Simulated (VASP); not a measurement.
# W (P4_2/mmc) in VASP: a series of runs

W is run at these levels: PBEsol; tasks: single point.

All numbers are computed with VASP 6.6.1; they aren't measurements. Logs are shortened: lines on timing, memory, paths and dates and some standing lists are left out, and cuts for length are marked.

## Step 1: The cell of the first run

It takes space group P4_2/mmc (No. 131, tetragonal). The conventional cell has a = 4.629 Å, b = 4.629 Å, c = 5.233 Å, α = 90.00°, β = 90.00°, γ = 90.00°. Within 3.4 Å of W (site symmetry mmm) lie 12 W at 2.59 to 2.86 Å. Within 3.5 Å of W (site symmetry -4m2) lie 14 W at 2.62 to 2.90 Å. Within 3.1 Å of W (site symmetry m2m) lie 14 W at 2.31 to 3.09 Å.

## Step 2: Single point, PBEsol (strain -0.080 along x and y, +0.040 along z)

The input, INCAR:

```
SYSTEM = W
ALGO = Fast
EDIFF = 1E-6
ENCUT = 520
GGA = PS
ISIF = 2
ISMEAR = 0
LASPH = .True.
LCHARG = .False.
LREAL = .False.
LWAVE = .False.
NBANDS = 66
NELM = 80
PREC = Accurate
SIGMA = 0.15
```

The input, KPOINTS:

```
k-points
0
Gamma
  8 8 8
  0 0 0
```

The input, POSCAR:

```
W
1.0
    4.6294799416      0.0000000000      0.0000000000
    0.0000000000      4.6294799416      0.0000000000
    0.0000000000      0.0000000000      5.2333251514
W
8
Direct
    0.0000000000      0.0000000000      0.0000000000
    0.5000000000      0.5000000000      0.5000000000
    0.0000000000      0.5000000000      0.2500000000
    0.0000000000      0.5000000000      0.7500000000
    0.2500000000      0.0000000000      0.5000000000
    0.7500000000      0.0000000000      0.5000000000
    0.5000000000      0.7500000000      0.0000000000
    0.5000000000      0.2500000000      0.0000000000
```

Potentials or basis: VASP PAW PBE potentials, release 64 (W_sv).

Run with:

```
$ cat potpaw_PBE.64/W_sv/POTCAR > POTCAR
$ mpirun -np 1 vasp_std > vasp.out
```

OUTCAR:

```text
SYSTEM = W
   EDIFF = 1E-6
   ENCUT = 520
   GGA = PS
   ISIF = 2
   ISMEAR = 0
   LASPH = .True.
   LREAL = .False.
   NELM = 80
   PREC = Accurate

 ion  position               nearest neighbor table
   1  0.000  0.000  0.000-   7 2.59   8 2.59   7 2.59   8 2.59   3 2.66   4 2.66   3 2.66   4 2.66
                             5 2.86   6 2.86   5 2.86   6 2.86
   2  0.500  0.500  0.500-   5 2.59   6 2.59   5 2.59   6 2.59   3 2.66   4 2.66   3 2.66   4 2.66
                             7 2.86   8 2.86   7 2.86   8 2.86
   3  0.000  0.500  0.250-   4 2.62   4 2.62   1 2.66   2 2.66   1 2.66   2 2.66   8 2.90   5 2.90
                             6 2.90   5 2.90   6 2.90   7 2.90   7 2.90   8 2.90
   4  0.000  0.500  0.750-   3 2.62   3 2.62   1 2.66   2 2.66   1 2.66   2 2.66   8 2.90   5 2.90
                             6 2.90   5 2.90   6 2.90   7 2.90   7 2.90   8 2.90
   5  0.250  0.000  0.500-   6 2.31   6 2.31   2 2.59   2 2.59   1 2.86   1 2.86   3 2.90   3 2.90
                             4 2.90   4 2.90   8 3.09   7 3.09   7 3.09   8 3.09
   6  0.750  0.000  0.500-   5 2.31   5 2.31   2 2.59   2 2.59   1 2.86   1 2.86   3 2.90   3 2.90
                             4 2.90   4 2.90   8 3.09   7 3.09   7 3.09   8 3.09
   7  0.500  0.750  0.000-   8 2.31   8 2.31   1 2.59   1 2.59   2 2.86   2 2.86   3 2.90   4 2.90
                             3 2.90   4 2.90   5 3.09   6 3.09   5 3.09   6 3.09
   8  0.500  0.250  0.000-   7 2.31   7 2.31   1 2.59   1 2.59   2 2.86   2 2.86   3 2.90   4 2.90
                             3 2.90   4 2.90   5 3.09   6 3.09   5 3.09   6 3.09

  LATTYP: Found a simple tetragonal cell.
 ALAT       =     4.6294799416
 C/A-ratio  =     1.1304347826

  Lattice vectors:

 A1 = (   4.6294799416,   0.0000000000,   0.0000000000)
 A2 = (   0.0000000000,   4.6294799416,   0.0000000000)
 A3 = (   0.0000000000,   0.0000000000,   5.2333251514)

Analysis of symmetry for initial positions (statically):
=====================================================================
 Subroutine PRICEL returns:
 Original cell was already a primitive cell.

 Routine SETGRP: Setting up the symmetry group for a
 simple tetragonal supercell.

 Subroutine GETGRP returns: Found 16 space group operations
 (whereof  8 operations were pure point group operations)
 out of a pool of 16 trial point group operations.

The static configuration has the point symmetry D_2h.
 The point group associated with its full space group is D_4h.

Analysis of symmetry for dynamics (positions and initial velocities):
=====================================================================
 Subroutine PRICEL returns:
 Original cell was already a primitive cell.

 Routine SETGRP: Setting up the symmetry group for a
 simple tetragonal supercell.

 Subroutine GETGRP returns: Found 16 space group operations
 (whereof  8 operations were pure point group operations)
 out of a pool of 16 trial point group operations.

The dynamic configuration has the point symmetry D_2h.
 The point group associated with its full space group is D_4h.

 Subroutine INISYM returns: Found 16 space group operations
 (whereof  8 operations are pure point group operations),
 and found     1 'primitive' translations

----------------------------------------------------------------------------------------

                                     Primitive cell

  volume of cell :     112.1611

  direct lattice vectors                    reciprocal lattice vectors
     4.629479942  0.000000000  0.000000000     0.216006984  0.000000000  0.000000000
     0.000000000  4.629479942  0.000000000     0.000000000  0.216006984  0.000000000
     0.000000000  0.000000000  5.233325151     0.000000000  0.000000000  0.191083101

  length of vectors
     4.629479942  4.629479942  5.233325151     0.216006984  0.216006984  0.191083101

  position of ions in fractional coordinates (direct lattice)
     0.000000000  0.000000000  0.000000000
     0.500000000  0.500000000  0.500000000
     0.000000000  0.500000000  0.250000000
     0.000000000  0.500000000  0.750000000
     0.250000000  0.000000000  0.500000000
     0.750000000  0.000000000  0.500000000
     0.500000000  0.750000000  0.000000000
     0.500000000  0.250000000  0.000000000

  ion indices of the primitive-cell ions
   primitive index   ion index
                 1           1
                 2           2
                 3           3
                 4           4
                 5           5
                 6           6
                 7           7
                 8           8

----------------------------------------------------------------------------------------

 KPOINTS: k-points

Automatic generation of k-mesh.
 Grid dimensions read from file:
 generate k-points for:    8    8    8

 Generating k-lattice:

  Cartesian coordinates                     Fractional coordinates (reciprocal lattice)
     0.027000873  0.000000000  0.000000000     0.125000000  0.000000000  0.000000000
     0.000000000  0.027000873  0.000000000     0.000000000  0.125000000  0.000000000
     0.000000000  0.000000000  0.023885388     0.000000000  0.000000000  0.125000000

  Length of vectors
     0.027000873  0.027000873  0.023885388

  Shift w.r.t. Gamma in fractional coordinates (k-lattice)
     0.000000000  0.000000000  0.000000000

 Subroutine IBZKPT returns following result:
 ===========================================

 Found     75 irreducible k-points:

 Following reciprocal coordinates:
            Coordinates               Weight
  0.000000  0.000000  0.000000      1.000000
  0.125000  0.000000  0.000000      4.000000
  0.250000  0.000000  0.000000      4.000000
  0.375000  0.000000  0.000000      4.000000
  0.500000  0.000000  0.000000      2.000000
  0.125000  0.125000  0.000000      4.000000
[... 16 lines left out ...]
  0.375000  0.125000  0.125000     16.000000
  0.500000  0.125000  0.125000      8.000000
 [... further k-points ...]
   k-points           NKPTS =     75   k-points in BZ     NKDIM =     75   number of bands    NBANDS=     66
   number of dos      NEDOS =    301   number of ions     NIONS =      8
   total plane-waves  NPLWV =  51840
   dimension x,y,z NGX =    36 NGY =   36 NGZ =   40
   dimension x,y,z NGXF=    72 NGYF=   72 NGZF=   80
   ions per type =               8
   NGX,Y,Z   is equivalent  to a cutoff of  12.93, 12.93, 12.71 a.u.
   NGXF,Y,Z  is equivalent  to a cutoff of  25.86, 25.86, 25.41 a.u.
 SYSTEM =  W
   PREC   = accura    normal or accurate (medium, high low for compatibility)
   ISTART =      0    job   : 0-new  1-cont  2-samecut
   ICHARG =      2    charge: 1-file 2-atom 10-const
   ISPIN  =      1    spin polarized calculation?
   LNONCOLLINEAR =      F non collinear calculations
   LSORBIT =      F    spin-orbit coupling
   LASPH  =      T    aspherical Exc in radial PAW
   ENCUT  =  520.0 eV  38.22 Ry    6.18 a.u.   8.61  8.61  9.73*2*pi/ulx,y,z
   NELM   =     80;   NELMIN=  2; NELMDL= -5     # of ELM steps
   EDIFF  = 0.1E-05   stopping-criterion for ELM
   LREAL  =      F    real-space projection
   EDIFFG = 0.1E-04   stopping-criterion for IOM
   NSW    =      0    number of steps for IOM
   IBRION =     -1    ionic relax: 0-MD 1-quasi-New 2-CG
   NFREE  =      0    steps in history (QN), initial steepest desc. (CG)
   ISIF   =      2    stress and relaxation
   ISYM   =      2    0-nonsym 1-usesym 2-fastsym
   POTIM  = 0.5000    time-step for ionic-motion
   TEBEG  =    0.0;   TEEND  =   0.0 temperature during run
   PSTRESS=    0.0 pullay stress
   NELECT =     112.0000    total number of electrons
   NUPDOWN=      -1.0000    fix difference up-down
   EMIN   =  10.00;   EMAX   =-10.00  energy-range for DOS
   EFERMI =   0.00;   METHOD = LEGACY
   ISMEAR =     0;   SIGMA  =   0.15  broadening in eV -4-tet -1-fermi 0-gaus
   EFERMI_NEDOS =   21; number of points for ismear=-14 and -15
   IALGO  =     68    algorithm
   IMIX   =      4    mixing-type and parameters
     AMIX     =   0.40;   BMIX     =  1.00
     AMIX_MAG =   1.60;   BMIX_MAG =  1.00
  volume/ion in A,a.u.               =      14.02        94.61
  Fermi-wavevector in a.u.,A,eV,Ry     =   1.636315  3.092186 36.429944  2.677525
  Thomas-Fermi vector in A             =   2.727642
   LORBIT       =      0    0 simple, 1 ext, 2 COOP (PROOUT), +10 PAW based schemes
   GGA     = PS    functional components
   LHFCALC =     F    Hartree Fock is set to
   AEXX    =    0.0000 exact exchange contribution
   IVDW    =     0    specifies the selected vdW correction
   LEPSILON=     F    determine dielectric tensor
   LRPA    =     F    only Hartree local field effects (RPA)
 non-spin polarized calculation
 RMM-DIIS sequential band-by-band and
 Gauss-broadening in eV      SIGMA  =   0.15
  energy-cutoff  :      520.00
  volume of cell :      112.16
 maximum number of plane-waves:      3044
 NGX is ok and might be reduce to    36
   NGX = 17   NGY = 17   NGZ = 19

 number of electron     112.0000013 magnetization

 Free energy of the ion-electron system (eV)
  ---------------------------------------------------
  ext. energy  EPLUGINS =         0.00000000
  ---------------------------------------------------
  free energy    TOTEN  =      -105.09463264 eV

  energy without entropy =     -105.04386674  energy(sigma->0) =     -105.06924969

 E-fermi :  12.8419     XC(G=0): -14.4390

 val. band max:       12.8341881212   @ k =   0.3750   0.1250   0.0000
 cond. band min:      12.8432788832   @ k =   0.5000   0.1250   0.2500
 fundamental gap:      0.0090907620
 Fermi energy:        12.8418692932

 k-point     1 :       0.0000    0.0000    0.0000
  band No.  band energies     occupation
      1     -61.0550      2.00000
      2     -61.0078      2.00000
      3     -60.7083      2.00000
      4     -60.5989      2.00000
      5     -60.5989      2.00000
      6     -60.5930      2.00000
[... 58 lines left out ...]
     65      15.4084      0.00000
     66      15.8171      0.00000

 k-point     2 :       0.1250    0.0000    0.0000
  band No.  band energies     occupation
      1     -61.0463      2.00000
      2     -60.9987      2.00000
      3     -60.7081      2.00000
      4     -60.6162      2.00000
      5     -60.5989      2.00000
      6     -60.5930      2.00000
[... 58 lines left out ...]
     65      15.8992      0.00000
     66      16.2502      0.00000

 k-point     3 :       0.2500    0.0000    0.0000
  band No.  band energies     occupation
      1     -61.0309      2.00000
      2     -60.9642      2.00000
      3     -60.7096      2.00000
      4     -60.6627      2.00000
      5     -60.5989      2.00000
      6     -60.5930      2.00000
[... 1438 lines left out ...]
     65      16.0808      0.00000
     66      16.1913      0.00000

 k-point    24 :       0.5000    0.1250    0.1250
  band No.  band energies     occupation
      1     -61.0018      2.00000
      2     -60.8235      2.00000
      3     -60.8180      2.00000
      4     -60.6969      2.00000
      5     -60.6152      2.00000
      6     -60.5974      2.00000
[... 58 lines left out ...]
     65      15.9500      0.00000
     66      16.3161      0.00000

 [... further k-points ...]

------------------------ aborting loop because EDIFF is reached ----------------------------------------

  FORCE on cell =-STRESS in cart. coord.  units (eV):
  Direction    XX          YY          ZZ          XY          YZ          ZX
  --------------------------------------------------------------------------------------
  -------------------------------------------------------------------------------------
  Total       58.5384158     58.5384158      9.4680502      0.0000000      0.0000000      0.0000000
  in kB      836.1985595    836.1985595    135.2474247      0.0000000      0.0000000      0.0000000
  external PRESSURE =     602.5481812 kB  Pullay stress =       0.0000000 kB

 VOLUME and BASIS-vectors are now :
 -----------------------------------------------------------------------------
  energy-cutoff  :      520.00
  volume of cell :      112.16
      direct lattice vectors                 reciprocal lattice vectors
     4.629479942  0.000000000  0.000000000     0.216006984  0.000000000  0.000000000
     0.000000000  4.629479942  0.000000000     0.000000000  0.216006984  0.000000000
     0.000000000  0.000000000  5.233325151     0.000000000  0.000000000  0.191083101

 POSITION                                       TOTAL-FORCE (eV/Angst)
 -----------------------------------------------------------------------------------
      0.00000      0.00000      0.00000         0.000000      0.000000     -0.000000
      2.31474      2.31474      2.61666         0.000000      0.000000     -0.000000
      0.00000      2.31474      1.30833         0.000000      0.000000      0.000000
      0.00000      2.31474      3.92499         0.000000      0.000000      0.000000
      1.15737      0.00000      2.61666        -0.516713      0.000000     -0.000000
      3.47211      0.00000      2.61666         0.516713      0.000000     -0.000000
      2.31474      3.47211      0.00000        -0.000000     -0.516713      0.000000
      2.31474      1.15737      0.00000        -0.000000      0.516713     -0.000000
 -----------------------------------------------------------------------------------
    total drift:                                0.000000      0.000000     -0.000000

  FREE ENERGIE OF THE ION-ELECTRON SYSTEM (eV)
  ---------------------------------------------------
  free  energy   TOTEN  =      -105.0946326442 eV

  energy  without entropy=     -105.0438667364  energy(sigma->0) =     -105.06924969
```

Wall time 6.3 min (1 thread of AMD EPYC 9R45 (Zen 5), shared host); peak memory 0.44 GiB.

What came out:

```yaml
Free_energy: -105.0946 eV
Pressure: 60.3 GPa
Largest_force: 0.517 eV/Å
Band_gap_on_the_k_mesh: zero (bands 56 and 57 overlap by 1.34 eV)
```

Forces in eV/Å, atoms in the order of the input:
```
W    0.000  0.000  0.000
W    0.000  0.000  0.000
W    0.000  0.000  0.000
W    0.000  0.000  0.000
W   -0.517  0.000  0.000
W    0.517  0.000  0.000
W    0.000 -0.517  0.000
W    0.000  0.517  0.000
```

Stress tensor (GPa, compression positive):
```
83.62  0.00  0.00
 0.00 83.62  0.00
 0.00  0.00 13.52
```

Caveat: the cell differs from its parent crystal (strain -0.080 along x and y, +0.040 along z); the stress differs along the axes, from 14 to 84 GPa; the PAW data sets were made with another functional, which shifts forces and pressure a little; spin-orbit coupling is left out, which moves the levels of the heavy elements.

## Step 3: Single point, PBEsol (strain -0.080 along x and y, +0.080 along z)

The input, INCAR:

```
SYSTEM = W
ALGO = Fast ; EDIFF = 1E-7
ENCUT = 520 ; GGA = PS
ISIF = 2 ; ISMEAR = 0
LASPH = .True. ; LCHARG = .True.
LELF = .True. ; LREAL = .False.
LVHAR = .True. ; LWAVE = .False.
NBANDS = 66 ; NELM = 60
PREC = Accurate ; SIGMA = 0.15
```

KPOINTS is that of step 2.

Changes to POSCAR since step 2:

```diff
@@ -4,3 +4,3 @@
     0.0000000000      4.6294799416      0.0000000000
-    0.0000000000      0.0000000000      5.2333251514
+    0.0000000000      0.0000000000      5.4346068880
 W
```

Potentials or basis: VASP PAW PBE potentials, release 64 (W_sv).

Run with:

```
$ cat potpaw_PBE.64/W_sv/POTCAR > POTCAR
$ mpirun -np 1 vasp_std > vasp.out
```

Run time: 7.8 min. Hardware: 1 thread of AMD EPYC 9R45 (Zen 5), shared host; peak memory 0.45 GiB.

Results (log left out):

```
Free energy            : -105.2058 eV
Pressure               : 44.7 GPa
Largest force          : 0.695 eV/Å
Band gap on the k mesh : zero (bands 56 and 57 overlap by 1.26 eV)
```

Forces in eV/Å, atoms in the order of the input:
```
W    0.000  0.000  0.000
W    0.000  0.000  0.000
W    0.000  0.000  0.000
W    0.000  0.000  0.000
W   -0.695  0.000  0.000
W    0.695  0.000  0.000
W    0.000 -0.695  0.000
W    0.000  0.695  0.000
```

Stress tensor (GPa, compression positive):
```
69.49  0.00  0.00
 0.00 69.49  0.00
 0.00  0.00 -4.74
```

Levels at points of the mesh, in eV from the Fermi level:
```tsv
k point	band 52	band 53	band 54	band 55	band 56	band 57	band 58	band 59	band 60	band 61
(0.00, 0.00, 0.00)	-1.28	-1.15	-1.15	-1.12	-0.80	-0.61	1.49	1.74	1.74	2.03
(0.50, 0.00, 0.00)	-1.30	-0.92	-0.82	-0.39	-0.08	0.08	0.10	0.23	0.75	1.28
(0.50, 0.50, 0.00)	-1.57	-1.23	-1.23	-1.08	0.14	0.14	0.24	0.56	0.96	1.05
(0.00, 0.00, 0.50)	-1.70	-1.15	-1.15	-0.25	-0.25	0.66	0.66	1.10	1.10	1.70
(0.50, 0.00, 0.50)	-1.56	-1.40	-1.03	-0.79	0.59	0.66	0.69	1.05	1.08	1.78
(0.50, 0.50, 0.50)	-1.85	-0.91	-0.91	-0.47	-0.47	1.22	1.22	1.30	1.30	1.61
```

Caveat: the cell differs from its parent crystal (strain -0.080 along x and y, +0.080 along z); the stress differs along the axes, from -5 to 69 GPa; the PAW data sets were made with another functional, which shifts forces and pressure a little; spin-orbit coupling is left out, which moves the levels of the heavy elements.
